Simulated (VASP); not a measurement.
# CoO (R-3m) in VASP: notebook, part 2 of 2

VASP 6.6.1. The steps go on from the part before.

### Step 3. Single point, PBEsol, collinear spin, ferromagnetic start

INCAR reads:

```
  ALGO = Normal
  EDIFF = 1E-6
  ENCUT = 520
  GGA = PS
  ISIF = 2
  ISMEAR = 0
  ISPIN = 2
  LASPH = True
  LCHARG = False
  LMAXMIX = 4
  LORBIT = 11
  LREAL = False
  LWAVE = False
  MAGMOM = 3 1
  NBANDS = 18
  NELM = 150
  PREC = Accurate
  SIGMA = 0.1
```

KPOINTS reads:

```
k-points
0
Gamma
  18 18 18
```

POSCAR reads:

```
CoO
1.0
    1.5054695445      0.8691832468      2.4399269062
   -1.5054695445      0.8691832468      2.4399269062
    0.0000000000     -1.7383664936      2.4399269062
Co O
1 1
Direct
    0.0000000000      0.0000000000      0.0000000000
    0.5000000000      0.5000000000      0.5000000000
```

Potentials or basis: VASP PAW PBE potentials, release 64 (Co, O).

Launch:

```
$ cat potpaw_PBE.64/Co/POTCAR potpaw_PBE.64/O/POTCAR > POTCAR
$ mpirun -np 1 vasp_std > vasp.out
```

OUTCAR:

```text
EDIFF = 1E-6
   ENCUT = 520
   GGA = PS
   ISIF = 2
   ISMEAR = 0
   ISPIN = 2
   LASPH = True
   LORBIT = 11
   LREAL = False
   NELM = 150
   PREC = Accurate

 ion  position               nearest neighbor table
   1  0.000  0.000  0.000-   2 2.12   2 2.12   2 2.12   2 2.12   2 2.12   2 2.12
   2  0.500  0.500  0.500-   1 2.12   1 2.12   1 2.12   1 2.12   1 2.12   1 2.12

  LATTYP: Found a trigonal (rhomboedric) cell.
 ALAT       =     2.9958573687
 COS(alpha) =     0.4949531368

  Lattice vectors:

 A1 = (   1.5054695445,   0.8691832468,   2.4399269062)
[... 1223 lines left out ...]

 VOLUME and BASIS-vectors are now :
 -----------------------------------------------------------------------------
  energy-cutoff  :      520.00
  volume of cell :       19.16
      direct lattice vectors                 reciprocal lattice vectors
     1.505469544  0.869183247  2.439926906     0.332122295  0.191750896  0.136616114
    -1.505469544  0.869183247  2.439926906    -0.332122295  0.191750896  0.136616114
     0.000000000 -1.738366494  2.439926906     0.000000000 -0.383501793  0.136616114

 POSITION                                       TOTAL-FORCE (eV/Angst)
 -----------------------------------------------------------------------------------
      0.00000      0.00000      0.00000         0.000000      0.000000      0.000000
      0.00000      0.00000      3.65989        -0.000000     -0.000000      0.000000
 -----------------------------------------------------------------------------------
    total drift:                               -0.000000      0.000000     -0.000000

  FREE ENERGIE OF THE ION-ELECTRON SYSTEM (eV)
  ---------------------------------------------------
  free  energy   TOTEN  =       -13.9648857353 eV

  energy  without entropy=      -13.9449035010  energy(sigma->0) =      -13.95489462

 total charge

# of ion       s       p       d       tot
------------------------------------------
    1        0.300   0.367   7.149   7.816
    2        1.551   3.404   0.000   4.954
--------------------------------------------------
tot          1.850   3.771   7.149  12.770

 magnetization (x)

# of ion       s       p       d       tot
------------------------------------------
    1        0.020   0.018   2.525   2.563
    2        0.030   0.288   0.000   0.317
--------------------------------------------------
tot          0.049   0.305   2.525   2.880
```

OSZICAR:

```text
N       E                     dE             d eps       ncg     rms          rms(c)
DAV:   1     0.777695438116E+02    0.77770E+02   -0.68088E+03 43396   0.970E+02
DAV:   2    -0.113206896611E+02   -0.89090E+02   -0.76351E+02 44110   0.222E+02
DAV:   3    -0.162008423317E+02   -0.48802E+01   -0.47823E+01 48092   0.555E+01
DAV:   4    -0.162503479263E+02   -0.49506E-01   -0.49466E-01 51450   0.532E+00
DAV:   5    -0.162514409764E+02   -0.10931E-02   -0.10929E-02 51422   0.787E-01    0.154E+01
DAV:   6    -0.155072742235E+02    0.74417E+00   -0.15606E+01 52626   0.617E+01    0.201E+01
DAV:   7    -0.140446215489E+02    0.14627E+01   -0.77772E+00 52092   0.486E+01    0.792E+00
DAV:   8    -0.140050624736E+02    0.39559E-01   -0.34701E-01 58292   0.713E+00    0.511E+00
DAV:   9    -0.139493966561E+02    0.55666E-01   -0.31178E-01 58842   0.972E+00    0.305E+00
DAV:  10    -0.139706977684E+02   -0.21301E-01   -0.29671E-02 52130   0.183E+00    0.168E+00
DAV:  11    -0.139645944545E+02    0.61033E-02   -0.54668E-02 59700   0.407E+00    0.236E-01
DAV:  12    -0.139650775021E+02   -0.48305E-03   -0.40643E-03 49202   0.500E-01    0.176E-01
DAV:  13    -0.139648959659E+02    0.18154E-03   -0.26125E-04 56852   0.150E-01    0.876E-02
DAV:  14    -0.139648866665E+02    0.92994E-05   -0.57607E-05 55742   0.999E-02    0.408E-02
DAV:  15    -0.139648850317E+02    0.16349E-05   -0.20743E-05 65472   0.799E-02    0.931E-03
DAV:  16    -0.139648857353E+02   -0.70369E-06   -0.25700E-06 36450   0.138E-02
   1 F= -.13964886E+02 E0= -.13954895E+02  d E =-.199822E-01  mag=     2.9333
```

stdout:

```text
POSCAR found type information on POSCAR CoO
 POSCAR found :  2 types and       2 ions
 scaLAPACK will be used
 -----------------------------------------------------------------------------
|                                                                             |
|                                                                             |
|     You enforced a specific xc type in the INCAR file but a different       |
|     I HOPE YOU KNOW WHAT YOU ARE DOING!                                     |
|                                                                             |
 -----------------------------------------------------------------------------

 LDA part: xc-table for (Slater+PW92), standard interpolation
 POSCAR, INCAR and KPOINTS ok, starting setup
 FFT: planning ... GRIDC
 FFT: planning ... GRID_SOFT
 FFT: planning ... GRID
 WAVECAR not read
 entering main loop
```

It took 7 min on 1 thread of Oxide Virtual Turin-like, shared host; peak memory 0.37 GiB.

Results:

```yaml
Free_energy: -13.9649 eV
Pressure: -9.7 GPa
Net_moment: 2.93 μB per cell
Site_moments: Co +2.56; O +0.32 μB
Valence_electrons_inside_the_program's_atomic_spheres: Co 7.82; O 4.95
```

Stress tensor (GPa, compression positive):
```
-9.54  0.00  0.00
 0.00 -9.54  0.00
 0.00  0.00 -9.92
```

Caveat: the cell stands under tension; the PAW data sets were made with another functional, which shifts forces and pressure a little; a cell with one magnetic atom can't hold antiferromagnetic order, which such compounds often take; semilocal functionals often make such compounds metallic where correlation or magnetic order opens a gap, which also shifts bond lengths. With open d or f shells a metallic result of PBEsol can be an artefact of self-interaction; +U or a hybrid may open a gap.

### Step 4. Single point, PBEsol, collinear spin, ferromagnetic start

INCAR reads:

```
SYSTEM = CoO
PREC = Accurate ; ENCUT = 520
EDIFF = 1E-7 ; ISMEAR = 0
SIGMA = 0.1 ; LREAL = .False.
LASPH = .True. ; NELM = 150
ALGO = Normal ; ISIF = 2
LWAVE = .False. ; LCHARG = .True.
ISPIN = 2 ; MAGMOM = 4.5 2.5
LORBIT = 11 ; LMAXMIX = 4
GGA = PS ; LELF = .True.
LVHAR = .True. ; NBANDS = 18
```

KPOINTS reads:

```
regular mesh
0
Gamma
  18 18 18
  0 0 0
```

POSCAR is that of step 3.

Launch:

```
$ cat potpaw_PBE.64/Co/POTCAR potpaw_PBE.64/O/POTCAR > POTCAR
$ mpirun -np 1 vasp_std > vasp.out
```

Wall time 8.1 min (1 thread of Oxide Virtual Turin-like, shared host); peak memory 0.36 GiB.

It converged, with:

```yaml
Free_energy: -13.9649 eV
Pressure: -9.5 GPa
Net_moment: 2.93 μB per cell
Site_moments: Co +2.56; O +0.32 μB
Valence_electrons_inside_the_program's_atomic_spheres: Co 7.82; O 4.95
```

Stress tensor (GPa, compression positive):
```
-9.41  0.00  0.00
 0.00 -9.41  0.00
 0.00  0.00 -9.79
```

Levels at points of the mesh, in eV from the Fermi level:
Spin up:
```tsv
k point	band 5	band 6	band 7	band 8	band 9	band 10	band 11	band 12	band 13	band 14
(0.00, 0.00, 0.00)	-3.27	-3.22	-3.18	-3.18	-3.14	0.89	16.60	17.91	17.91	18.12
(0.50, 0.00, 0.00)	-2.43	-2.40	-1.88	0.08	0.09	4.88	9.24	13.26	13.37	20.38
(0.50, 0.50, 0.00)	-4.05	-2.94	-2.41	-2.14	-2.13	5.74	9.68	11.49	15.59	15.70
(0.50, 0.50, 0.50)	-2.41	-2.41	-1.84	0.10	0.10	4.82	9.35	13.17	13.17	20.26
```
Spin down:
```tsv
k point	band 2	band 3	band 4	band 5	band 6	band 7	band 8	band 9	band 10	band 11
(0.00, 0.00, 0.00)	-2.66	-2.66	-2.60	-1.13	-1.13	-1.11	-0.15	-0.15	1.45	16.54
(0.50, 0.00, 0.00)	-7.77	-4.79	-4.74	-0.14	-0.12	0.19	2.57	2.59	5.19	10.05
(0.50, 0.50, 0.00)	-6.56	-3.95	-3.89	-2.30	0.15	0.15	0.33	0.82	6.58	10.19
(0.50, 0.50, 0.50)	-7.74	-4.81	-4.81	-0.11	-0.11	0.20	2.60	2.60	5.13	10.17
```

Caveat: the cell stands under tension; the PAW data sets were made with another functional, which shifts forces and pressure a little; a cell with one magnetic atom can't hold antiferromagnetic order, which such compounds often take; semilocal functionals often make such compounds metallic where correlation or magnetic order opens a gap, which also shifts bond lengths. With open d or f shells a metallic result of PBEsol can be an artefact of self-interaction; +U or a hybrid may open a gap.
